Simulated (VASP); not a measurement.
Y, 4 atoms in the cell. The structure is hexagonal, space group P6_3/mmc (No. 194). The conventional cell has a = 3.657 Å, b = 3.657 Å, c = 11.735 Å, α = 90.00°, β = 90.00°, γ = 120.00°. Y (site symmetry -3m) has 12 Y at 3.61 to 3.66 Å within 4.7 Å. Y (site symmetry -6m2) has 12 Y at 3.61 to 3.66 Å within 4.7 Å. 

| Property | Result |
| --- | --- |
| Program | VASP 6.6.1 |
| Task | single point |
| Functional | RPBE |
| Potentials or basis | VASP PAW PBE potentials, release 64 (Y_sv) |
| Cutoff | 520 eV |
| k mesh | 11 × 11 × 3 |
| Occupations | fermi-dirac, width 0.1 eV |
| Spin | no spin polarisation |
| Dipole correction | no |
| Further INCAR settings | ALGO = Normal; EDIFF = 1e-07; NBANDS = 30 |

Potentials or basis: VASP PAW PBE potentials, release 64 (Y_sv).

Run with:

```console
$ cat potpaw_PBE.64/Y_sv/POTCAR > POTCAR
$ mpirun -np 1 vasp_std > vasp.out
```

Hardware: 1 thread of Oxide Virtual Turin-like Processor (shared host).

Question: How long does it take, and how much memory?

Answer: Wall time 4.1 min on 1 thread of Oxide Virtual Turin-like Processor (shared host), peak memory 0.26 GiB. Counts: scf iterations 16, k points 32.
